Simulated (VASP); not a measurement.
**SrO: single point with PBEsol**

SrO:

```
Sr O
1.0
     3.52944    0.00000    0.00000
    -1.76472    3.05658    0.00000
     0.00000    0.00000    6.17558
Sr O
2 2
Direct
  0.66667 0.33333 0.75000
  0.33333 0.66667 0.25000
  0.00000 0.00000 0.50000
  0.00000 0.00000 0.00000
```

```
Program                : VASP 6.6.1
Task                   : single point
Functional             : PBEsol
Potentials or basis    : VASP PAW PBE potentials, release 64 (Sr_sv, O)
Cutoff                 : 520 eV
k mesh                 : 9 × 9 × 5
Occupations            : fermi-dirac, width 0.05 eV
Spin                   : no spin polarisation
Dipole correction      : no
Further INCAR settings : ALGO = Normal; EDIFF = 1e-06; NBANDS = 24
```

```json
{"Pressure": "-0.1 GPa", "Band gap on the k mesh": "2.99 eV (least direct gap 3.04 eV)"}
```

Stress tensor (GPa, compression positive):
```
 0.04  0.00  0.00
 0.00  0.04  0.00
 0.00  0.00 -0.26
```

Levels at points of the mesh, in eV from the valence-band top:
```tsv
k point	band 14	band 15	band 16	band 17	band 18	band 19
(0.00, 0.00, 0.00)	-0.82	-0.82	0.00	3.04	5.00	5.07
```

It took 100 s on 1 thread of Intel Xeon 8259CL, with other jobs on the host, peak memory 0.21 GiB.

Caveat: the PAW data sets were made with another functional, which shifts forces and pressure a little. A k mesh can miss the band edges.
